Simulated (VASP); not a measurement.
# Ni (P6_3/mmc) in VASP: a series of runs

Runs on Ni. Level: revPBE. Tasks: single point.

Everything below comes from runs of VASP 6.6.1. Logs are shortened: lines on timing, memory, paths and dates and some standing lists are left out, and cuts for length are marked.

## 1. The cell of the first run

Symmetry: P6_3/mmc, No. 194, hexagonal system. The conventional cell has a = 2.402 Å, b = 2.402 Å, c = 3.934 Å, α = 90.00°, β = 90.00°, γ = 120.00°. Within 3.2 Å of Ni (site symmetry -6m2) lie 12 Ni at 2.40 to 2.41 Å.

This isn't the form of Ni at room conditions, which is fcc.

## 2. Single point, revPBE, collinear spin, ferromagnetic start (9.83 Å³/atom)

Contents of INCAR:

```
SYSTEM = Ni
ALGO = Normal
EDIFF = 1E-6
ENCUT = 520
GGA = RE
ISIF = 2
ISMEAR = -1
ISPIN = 2
LASPH = .TRUE.
LCHARG = .TRUE.
LELF = .TRUE.
LMAXMIX = 4
LORBIT = 11
LREAL = .FALSE.
LVHAR = .TRUE.
LWAVE = .FALSE.
MAGMOM = 0.7 0.7
NBANDS = 21
NELM = 150
PREC = Accurate
SIGMA = 0.05
```

Contents of KPOINTS:

```
k-points
0
G
  16 16 9
  0 0 0
```

Contents of POSCAR:

```
Ni
1.0
    2.4020176679      0.0000000000      0.0000000000
   -1.2010088340      2.0802083208      0.0000000000
    0.0000000000      0.0000000000      3.9337566084
Ni
2
Direct
    0.3333333333      0.6666666667      0.2500000000
    0.6666666667      0.3333333333      0.7500000000
```

Potentials or basis: VASP PAW PBE potentials, release 64 (Ni).

Launch:

```bash
cat potpaw_PBE.64/Ni/POTCAR > POTCAR
mpirun -np 1 vasp_std > vasp.out
```

OUTCAR:

```text
SYSTEM = Ni
   EDIFF = 1E-6
   ENCUT = 520
   GGA = RE
   ISIF = 2
   ISMEAR = -1
   ISPIN = 2
   LASPH = .TRUE.
   LORBIT = 11
   LREAL = .FALSE.
   NELM = 150
   PREC = Accurate

 ion  position               nearest neighbor table
   1  0.333  0.667  0.250-   2 2.41   2 2.41   2 2.41   2 2.41   2 2.41   2 2.41
   2  0.667  0.333  0.750-   1 2.41   1 2.41   1 2.41   1 2.41   1 2.41   1 2.41

  LATTYP: Found a hexagonal cell.
 ALAT       =     2.4020176679
 C/A-ratio  =     1.6376884571

  Lattice vectors:

 A1 = (   2.4020176679,   0.0000000000,   0.0000000000)
 A2 = (  -1.2010088340,   2.0802083208,   0.0000000000)
 A3 = (   0.0000000000,   0.0000000000,   3.9337566084)

Analysis of symmetry for initial positions (statically):
=====================================================================
 Subroutine PRICEL returns:
 Original cell was already a primitive cell.

 Routine SETGRP: Setting up the symmetry group for a
 hexagonal supercell.

 Subroutine GETGRP returns: Found 24 space group operations
 (whereof 12 operations were pure point group operations)
 out of a pool of 24 trial point group operations.

The static configuration has the point symmetry D_3d.
 The point group associated with its full space group is D_6h.

Analysis of symmetry for dynamics (positions and initial velocities):
=====================================================================
 Subroutine PRICEL returns:
 Original cell was already a primitive cell.

 Routine SETGRP: Setting up the symmetry group for a
 hexagonal supercell.

 Subroutine GETGRP returns: Found 24 space group operations
 (whereof 12 operations were pure point group operations)
 out of a pool of 24 trial point group operations.

The dynamic configuration has the point symmetry D_3d.
 The point group associated with its full space group is D_6h.

Analysis of structural, dynamic, and magnetic symmetry:
=====================================================================
 Subroutine PRICEL returns:
 Original cell was already a primitive cell.

 Routine SETGRP: Setting up the symmetry group for a
 hexagonal supercell.

 Subroutine GETGRP returns: Found 24 space group operations
 (whereof 12 operations were pure point group operations)
 out of a pool of 24 trial point group operations.

The overall configuration has the point symmetry D_3d.
 The point group associated with its full space group is D_6h.

 Subroutine INISYM returns: Found 24 space group operations
[... 117 lines left out ...]
     AMIX_MAG =   1.60;   BMIX_MAG =  1.00
  volume/ion in A,a.u.               =       9.83        66.32
  Fermi-wavevector in a.u.,A,eV,Ry     =   1.646600  3.111622 36.889341  2.711290
  Thomas-Fermi vector in A             =   2.736200
   LORBIT       =     11    0 simple, 1 ext, 2 COOP (PROOUT), +10 PAW based schemes
   GGA     = RE    functional components
   LHFCALC =     F    Hartree Fock is set to
   AEXX    =    0.0000 exact exchange contribution
   IVDW    =     0    specifies the selected vdW correction
   LEPSILON=     F    determine dielectric tensor
   LRPA    =     F    only Hartree local field effects (RPA)
 spin polarized calculation
  energy-cutoff  :      520.00
  volume of cell :       19.66
 maximum number of plane-waves:       551
 NGX is ok and might be reduce to    18
   NGX =  9   NGY =  9   NGZ = 15

 number of electron      19.9999983 magnetization       1.1606533

 Free energy of the ion-electron system (eV)
  ---------------------------------------------------
  ext. energy  EPLUGINS =         0.00000000
  ---------------------------------------------------
  free energy    TOTEN  =        -9.85853520 eV

  energy without entropy =       -9.82555024  energy(sigma->0) =       -9.84204272

 E-fermi :  11.0239     XC(G=0): -13.7784

 val. band max:       11.0223111112   @ k =   0.1875   0.1875   0.4444
 cond. band min:      11.0249677324   @ k =   0.2500   0.2500   0.0000
 fundamental gap:      0.0026566212
 Fermi energy:        11.0238872836

 spin component 1

 k-point     1 :       0.0000    0.0000    0.0000
  band No.  band energies     occupation
      1       1.2700      1.00000
      2       5.6133      1.00000
      3       8.3359      1.00000
      4       8.4329      1.00000
      5       8.4330      1.00000
      6       8.7491      1.00000
[... 565 lines left out ...]
     20      41.5482      0.00000
     21      44.1239      0.00000

 [... further k-points ...]

 spin component 2

 k-point     1 :       0.0000    0.0000    0.0000
  band No.  band energies     occupation
      1       1.2298      1.00000
      2       5.9794      1.00000
      3       8.9947      1.00000
      4       9.0600      1.00000
      5       9.0600      1.00000
      6       9.3957      1.00000
[... 565 lines left out ...]
     20      41.6018      0.00000
     21      44.0490      0.00000

 [... further k-points ...]

------------------------ aborting loop because EDIFF is reached ----------------------------------------

  FORCE on cell =-STRESS in cart. coord.  units (eV):
  Direction    XX          YY          ZZ          XY          YZ          ZX
  --------------------------------------------------------------------------------------
  -------------------------------------------------------------------------------------
  Total        3.7595530      3.7595530      3.9260091     -0.0000000     -0.0000000      0.0000000
  in kB      306.4476440    306.4476440    320.0157671     -0.0000000     -0.0000000      0.0000000
  external PRESSURE =     310.9703517 kB  Pullay stress =       0.0000000 kB

 VOLUME and BASIS-vectors are now :
 -----------------------------------------------------------------------------
  energy-cutoff  :      520.00
  volume of cell :       19.66
      direct lattice vectors                 reciprocal lattice vectors
     2.402017668  0.000000000  0.000000000     0.416316671  0.240360542  0.000000000
    -1.201008834  2.080208321  0.000000000     0.000000000  0.480721085  0.000000000
     0.000000000  0.000000000  3.933756608     0.000000000  0.000000000  0.254209932

 POSITION                                       TOTAL-FORCE (eV/Angst)
 -----------------------------------------------------------------------------------
     -0.00000      1.38681      0.98344         0.000000      0.000000      0.000000
      1.20101      0.69340      2.95032        -0.000000      0.000000      0.000000
 -----------------------------------------------------------------------------------
    total drift:                               -0.000000      0.000000     -0.000000

  FREE ENERGIE OF THE ION-ELECTRON SYSTEM (eV)
  ---------------------------------------------------
  free  energy   TOTEN  =        -9.8585352014 eV

  energy  without entropy=       -9.8255502435  energy(sigma->0) =       -9.84204272

 total charge

# of ion       s       p       d       tot
------------------------------------------
    1        0.541   0.594   8.372   9.508
    2        0.541   0.594   8.372   9.508
--------------------------------------------------
tot          1.083   1.188  16.745  19.015

 magnetization (x)

# of ion       s       p       d       tot
------------------------------------------
    1       -0.006  -0.026   0.615   0.583
    2       -0.006  -0.026   0.615   0.583
--------------------------------------------------
tot         -0.011  -0.052   1.230   1.166
```

It took 2 min on 1 thread of Intel Xeon 8259CL, shared host; peak memory 0.2 GiB.

What came out:

```yaml
Free_energy: -9.8585 eV
Pressure: 31.1 GPa
Net_moment: 1.16 μB per cell
Site_moments: Ni +0.58 μB
Valence_electrons_inside_the_program's_atomic_spheres: Ni 9.51
```

Caveat: the cell stands under pressure; the PAW data sets were made with another functional, which shifts forces and pressure a little.

## 3. Single point, revPBE, collinear spin, ferromagnetic start (10.27 Å³/atom)

This run uses another cell than the first one, of 10.27 Å³/atom.

Contents of INCAR:

```
PREC = Accurate
ENCUT = 520
EDIFF = 1E-6
ISMEAR = -1
SIGMA = 0.05
LREAL = F
LASPH = T
NELM = 150
ALGO = Normal
ISIF = 2
LWAVE = F
LCHARG = F
ISPIN = 2
MAGMOM = 0.7 0.7
LORBIT = 11
LMAXMIX = 4
GGA = RE
NBANDS = 21
```

Contents of KPOINTS:

```
Automatic mesh
0
Gamma
  16 16 9
```

Contents of POSCAR:

```
Ni
1.0
    2.4378739642      0.0000000000      0.0000000000
   -1.2189369821      2.1112607842      0.0000000000
    0.0000000000      0.0000000000      3.9924780509
Ni
2
Direct
    0.3333333333      0.6666666667      0.2500000000
    0.6666666667      0.3333333333      0.7500000000
```

Potentials or basis: VASP PAW PBE potentials, release 64 (Ni).

Launch:

```bash
cat potpaw_PBE.64/Ni/POTCAR > POTCAR
mpirun -np 1 vasp_std > vasp.out
```

Wall time 80 s (1 thread of Intel Xeon 8259CL, shared host); peak memory 0.21 GiB.

It converged, with:

```yaml
Free_energy: -9.9943 eV
Pressure: 18.1 GPa
Net_moment: 1.19 μB per cell
Site_moments: Ni +0.60 μB
Valence_electrons_inside_the_program's_atomic_spheres: Ni 9.41
```

Stress tensor (GPa, compression positive):
```
17.67  0.00  0.00
 0.00 17.67  0.00
 0.00  0.00 18.85
```

Levels at points of the mesh, in eV from the Fermi level:
Spin up:
```tsv
k point	band 7	band 8	band 9	band 10	band 11	band 12	band 13	band 14	band 15	band 16
(0.00, 0.00, 0.00)	-2.18	-1.74	-1.74	-0.72	-0.72	-0.45	6.06	23.04	25.49	25.49
(0.50, 0.00, 0.00)	-2.14	-0.60	-0.52	-0.47	1.24	3.25	9.70	10.35	12.82	14.02
```
Spin down:
| k point | band 6 | band 7 | band 8 | band 9 | band 10 | band 11 | band 12 | band 13 |
| --- | --- | --- | --- | --- | --- | --- | --- | --- |
| (0.00, 0.00, 0.00) | -1.52 | -1.52 | -1.09 | -1.09 | -0.52 | -0.03 | -0.03 | 6.44 |
| (0.50, 0.00, 0.00) | -1.89 | -1.50 | 0.14 | 0.18 | 0.28 | 1.69 | 3.60 | 9.81 |

Caveat: the cell stands under pressure; the PAW data sets were made with another functional, which shifts forces and pressure a little.

## 4. Single point, revPBE, collinear spin, ferromagnetic start (10.72 Å³/atom)

This run uses another cell than the first one, of 10.72 Å³/atom.

Contents of INCAR:

```
ALGO = Normal
EDIFF = 1E-6
ENCUT = 520
GGA = RE
ISIF = 2
ISMEAR = -1
ISPIN = 2
LASPH = T
LCHARG = F
LMAXMIX = 4
LORBIT = 11
LREAL = F
LWAVE = F
MAGMOM = 0.7 0.7
NBANDS = 21
NELM = 150
PREC = Accurate
SIGMA = 0.05
```

Contents of KPOINTS:

```
k-points
0
Gamma
  16 16 9
```

Contents of POSCAR:

```
Ni
1.0
    2.4727054410      0.0000000000      0.0000000000
   -1.2363527205      2.1414257280      0.0000000000
    0.0000000000      0.0000000000      4.0495211584
Ni
2
Direct
    0.3333333333      0.6666666667      0.2500000000
    0.6666666667      0.3333333333      0.7500000000
```

Potentials or basis: VASP PAW PBE potentials, release 64 (Ni).

Launch:

```bash
cat potpaw_PBE.64/Ni/POTCAR > POTCAR
mpirun -np 1 vasp_std > vasp.out
```

OUTCAR:

```text
EDIFF = 1E-6
   ENCUT = 520
   GGA = RE
   ISIF = 2
   ISMEAR = -1
   ISPIN = 2
   LASPH = T
   LORBIT = 11
   LREAL = F
   NELM = 150
   PREC = Accurate

 ion  position               nearest neighbor table
   1  0.333  0.667  0.250-   2 2.48   2 2.48   2 2.48   2 2.48   2 2.48   2 2.48
   2  0.667  0.333  0.750-   1 2.48   1 2.48   1 2.48   1 2.48   1 2.48   1 2.48

  LATTYP: Found a hexagonal cell.
 ALAT       =     2.4727054410
 C/A-ratio  =     1.6376884570

  Lattice vectors:

 A1 = (   2.4727054410,   0.0000000000,   0.0000000000)
 A2 = (  -1.2363527205,   2.1414257280,   0.0000000000)
 A3 = (   0.0000000000,   0.0000000000,   4.0495211584)

Analysis of symmetry for initial positions (statically):
=====================================================================
 Subroutine PRICEL returns:
 Original cell was already a primitive cell.

 Routine SETGRP: Setting up the symmetry group for a
 hexagonal supercell.

 Subroutine GETGRP returns: Found 24 space group operations
[... 776 lines left out ...]
      5       8.0044      1.00000
      6       8.2970      1.00000
[... 565 lines left out ...]
     20      38.6022      0.00000
     21      41.2844      0.00000

 [... further k-points ...]

------------------------ aborting loop because EDIFF is reached ----------------------------------------

  FORCE on cell =-STRESS in cart. coord.  units (eV):
  Direction    XX          YY          ZZ          XY          YZ          ZX
  --------------------------------------------------------------------------------------
  -------------------------------------------------------------------------------------
  Total        0.9968493      0.9968493      1.1262892      0.0000000      0.0000000      0.0000000
  in kB       74.4836585     74.4836585     84.1552900      0.0000000      0.0000000      0.0000000
  external PRESSURE =      77.7075357 kB  Pullay stress =       0.0000000 kB

 VOLUME and BASIS-vectors are now :
 -----------------------------------------------------------------------------
  energy-cutoff  :      520.00
  volume of cell :       21.44
      direct lattice vectors                 reciprocal lattice vectors
     2.472705441  0.000000000  0.000000000     0.404415335  0.233489303  0.000000000
    -1.236352721  2.141425728  0.000000000     0.000000000  0.466978605  0.000000000
     0.000000000  0.000000000  4.049521158     0.000000000  0.000000000  0.246942777

 POSITION                                       TOTAL-FORCE (eV/Angst)
 -----------------------------------------------------------------------------------
     -0.00000      1.42762      1.01238        -0.000000      0.000000      0.000000
      1.23635      0.71381      3.03714         0.000000     -0.000000      0.000000
 -----------------------------------------------------------------------------------
    total drift:                               -0.000000      0.000000     -0.000000

  FREE ENERGIE OF THE ION-ELECTRON SYSTEM (eV)
  ---------------------------------------------------
  free  energy   TOTEN  =       -10.0656628356 eV

  energy  without entropy=      -10.0281918471  energy(sigma->0) =      -10.04692734

 total charge

# of ion       s       p       d       tot
------------------------------------------
    1        0.501   0.509   8.322   9.332
    2        0.501   0.509   8.322   9.332
--------------------------------------------------
tot          1.003   1.018  16.644  18.665

 magnetization (x)

# of ion       s       p       d       tot
------------------------------------------
    1       -0.005  -0.025   0.652   0.621
    2       -0.005  -0.025   0.652   0.621
--------------------------------------------------
tot         -0.011  -0.050   1.304   1.243
```

Wall time 85 s (1 thread of Intel Xeon 8259CL, shared host); peak memory 0.2 GiB.

Results:

- Free energy: -10.0657 eV
- Pressure: 7.8 GPa
- Net moment: 1.22 μB per cell
- Site moments: Ni +0.62 μB
- Valence electrons inside the program's atomic spheres: Ni 9.33

Stress tensor (GPa, compression positive):
```
7.45 0.00 0.00
0.00 7.45 0.00
0.00 0.00 8.42
```

Caveat: the cell stands under pressure; the PAW data sets were made with another functional, which shifts forces and pressure a little.

## 5. Single point, revPBE, collinear spin, ferromagnetic start (11.17 Å³/atom)

This run uses another cell than the first one, of 11.17 Å³/atom.

Contents of INCAR:

```
PREC = Accurate
ENCUT = 520
EDIFF = 1E-7
ISMEAR = -1
SIGMA = 0.05
LREAL = F
LASPH = T
NELM = 150
ALGO = Normal
ISIF = 2
LWAVE = F
LCHARG = F
ISPIN = 2
MAGMOM = 0.7 0.7
LORBIT = 11
LMAXMIX = 4
GGA = RE
NBANDS = 21
```

Contents of KPOINTS:

```
regular mesh
0
Gamma
  16 16 9
```

Contents of POSCAR:

```
Ni
1.0
    2.5065823280      0.0000000000      0.0000000000
   -1.2532911640      2.1707639727      0.0000000000
    0.0000000000      0.0000000000      4.1050009451
Ni
2
Direct
    0.3333333333      0.6666666667      0.2500000000
    0.6666666667      0.3333333333      0.7500000000
```

Launch:

```bash
cat potpaw_PBE.64/Ni/POTCAR > POTCAR
mpirun -np 1 vasp_std > vasp.out
```

Wall time 2.2 min (1 thread of Intel Xeon 8259CL, shared host); peak memory 0.22 GiB.

The run converged. Its results:

- Free energy: -10.0866 eV
- Pressure: -0.1 GPa
- Net moment: 1.27 μB per cell
- Site moments: Ni +0.65 μB
- Valence electrons inside the program's atomic spheres: Ni 9.26

Stress tensor (GPa, compression positive):
```
-0.31  0.00  0.00
 0.00 -0.31  0.00
 0.00  0.00  0.38
```

Levels at points of the mesh, in eV from the Fermi level:
Spin up:
```tsv
k point	band 7	band 8	band 9	band 10	band 11	band 12	band 13	band 14	band 15	band 16
(0.00, 0.00, 0.00)	-2.04	-1.65	-1.65	-0.75	-0.75	-0.30	5.44	22.32	24.01	24.01
(0.50, 0.00, 0.00)	-2.00	-0.65	-0.58	-0.53	1.10	2.92	9.15	9.67	12.14	13.00
```
Spin down:
```tsv
k point	band 6	band 7	band 8	band 9	band 10	band 11	band 12	band 13
(0.00, 0.00, 0.00)	-1.33	-1.33	-0.96	-0.96	-0.38	-0.01	-0.01	5.84
(0.50, 0.00, 0.00)	-1.66	-1.31	0.13	0.17	0.25	1.57	3.30	9.25
```

Caveat: the PAW data sets were made with another functional, which shifts forces and pressure a little.

[end of part 1 of 2]
